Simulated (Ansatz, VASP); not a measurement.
# Mn in VASP and in Ansatz

POSCAR

```
Mn
1.0
    2.4920001298      0.0000000000      0.0000000000
   -1.2460000649      2.1581354186      0.0000000000
    0.0000000000      0.0000000000      8.0627100311
Mn
4
Direct
    1.0000000000      1.0000000000      0.0000000000
    1.0000000000      0.0000000000      0.5000000000
    0.3333333333      0.6666666667      0.2500000000
    0.6666666667      0.3333333333      0.7500000000
```

The input INCAR.step1:

```
PREC     = Accurate       # precision mode
ENCUT    = 520            # plane-wave cutoff, eV
ISMEAR   = -1             # smearing method
SIGMA    = 0.1            # smearing width, eV
LREAL    = F              # projectors in reciprocal space
LASPH    = T              # aspherical terms in the spheres
NELM     = 100            # most SCF steps
NBANDS   = 34             # bands
GGA      = PE             # functional
ALGO     = Normal         # electronic algorithm
EDIFF    = 1E-4           # SCF threshold, eV
LWAVE    = T              # write WAVECAR
LCHARG   = F              # write CHGCAR
```

INCAR.step2

```
PREC     = Accurate       # precision mode
ENCUT    = 520            # plane-wave cutoff, eV
EDIFF    = 1E-6           # SCF threshold, eV
ISMEAR   = -1             # smearing method
SIGMA    = 0.1            # smearing width, eV
LREAL    = F              # projectors in reciprocal space
LASPH    = T              # aspherical terms in the spheres
NELM     = 100            # most SCF steps
ALGO     = Normal         # electronic algorithm
ISIF     = 2              # what is computed and relaxed
LWAVE    = F              # write WAVECAR
LCHARG   = F              # write CHGCAR
METAGGA  = R2SCAN         # meta-GGA
LMIXTAU  = T            
NBANDS   = 34             # bands
ISTART   = 1
```

Contents of KPOINTS:

```
Automatic mesh
0
Gamma
  16 16 5
```

Input for Ansatz:

```yaml
crystal:
  lattice:
    - [2.4920001298, 0.0, 0.0]
    - [-1.2460000649, 2.1581354186, 0.0]
    - [0.0, 0.0, 8.0627100311]
  atoms:
    - { symbol: Mn, position: [1.0, 1.0, 0.0] }
    - { symbol: Mn, position: [1.0, 0.0, 0.5] }
    - { symbol: Mn, position: [0.3333333333, 0.6666666667, 0.25] }
    - { symbol: Mn, position: [0.6666666667, 0.3333333333, 0.75] }
hamiltonian:
  xc: r2scan
  pseudopotentials:
    kind: paw
    azcp:
      Mn: "pseudopotentials/Mn.paw.azcp"
basis:
  ecutwfc: 500
  fft_grid_basis: typed
kpoints:
  mp_grid: { grid: [16, 16, 5], shift: [0, 0, 0] }
magnetization:
  spin_polarized: false
scf:
  occupations: { method: fermi_dirac, width: 0.1 }
  lower_state_search: "off"
output:
  stress: true
  write_density: true
  write_potential: true
  elf: true
  volumetric_format: npy
```

Alike in both runs: task single point; functional r2SCAN; k mesh 16 × 16 × 5; occupations fermi-dirac, width 0.1 eV; no spin polarisation.

|  | VASP | Ansatz |
| --- | --- | --- |
| version | VASP 6.6.1 | Ansatz 0.2.0 |
| potentials or method | VASP PAW PBE potentials, release 64 (Mn_pv), cutoff 520 eV | plane waves (500 eV) with PAW, scalar-relativistic |
| valence electrons in the cell | 52 | 60 |

Ansatz gave:

```
pressure (GPa) : -11.1
```

Question: Estimate VASP's values.

Answer: Pressure (GPa): -10.7.

VASP's potentials were made for PBE, not for r2SCAN. With one functional, cell and mesh, what is left measures potentials, basis and numerics. VASP's potentials hold 52 valence electrons a cell and Ansatz's 60, so a difference there can come from the potentials and not from the codes.
